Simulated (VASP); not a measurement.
Wanted: the native input for a VASP 6.6.1 run.

| Property | Result |
| --- | --- |
| Task | single point |
| Functional | PBEsol |
| Potentials or basis | VASP PAW PBE potentials, release 64 (Sc_sv, Nb_sv) |
| Cutoff | 520 eV |
| k mesh | 14 × 14 × 8 |
| Occupations | gaussian, width 0.1 eV |
| Spin | no spin polarisation |
| Dipole correction | no |
| Further INCAR settings | ALGO = Normal; EDIFF = 1e-06; NBANDS = 19 |

The structure of ScNb lies in POSCAR:

```
ScNb
1.0
    2.9853857918      0.0184245226     -0.0228390505
   -1.4767367913      2.5460211670      0.0160656456
   -0.0377878453      0.0088763395      4.9762788115
Sc Nb
1 1
Direct
    0.0340001665      0.0309575496     -0.0220614590
    0.2993331635      0.6357091204      0.5220614590
```

This cell differs from its parent crystal: atoms moved at random and the cell strained at random.

The input as run:

INCAR

```
SYSTEM = ScNb
PREC = Accurate
ENCUT = 520
EDIFF = 1E-6
ISMEAR = 0
SIGMA = 0.1
LREAL = .FALSE.
LASPH = .TRUE.
NELM = 100
ALGO = Normal
ISIF = 2
LWAVE = .FALSE.
LCHARG = .FALSE.
GGA = PS
NBANDS = 19
```

KPOINTS

```
Automatic mesh
0
G
  14 14 8
  0 0 0
```

Potentials or basis: VASP PAW PBE potentials, release 64 (Sc_sv, Nb_sv).

Command:

```console
$ cat potpaw_PBE.64/Sc_sv/POTCAR potpaw_PBE.64/Nb_sv/POTCAR > POTCAR
$ mpirun -np 1 vasp_std > vasp.out
```

Results of the run:

| Property | Result |
| --- | --- |
| Pressure | 6.7 GPa |
| Largest force | 1.284 eV/Å |
| Band gap on the k mesh | zero (band 12 reaches 8.48 eV, above the bottom of band 13 at 7.51 eV) |

Caveat: the cell differs from its parent crystal (atoms moved at random and the cell strained at random); the PAW data sets were made with another functional, which shifts forces and pressure a little.

It took 3.2 min on 1 thread of Intel(R) Xeon(R) Platinum 8559C (Emerald Rapids) (shared host), peak memory 0.64 GiB.
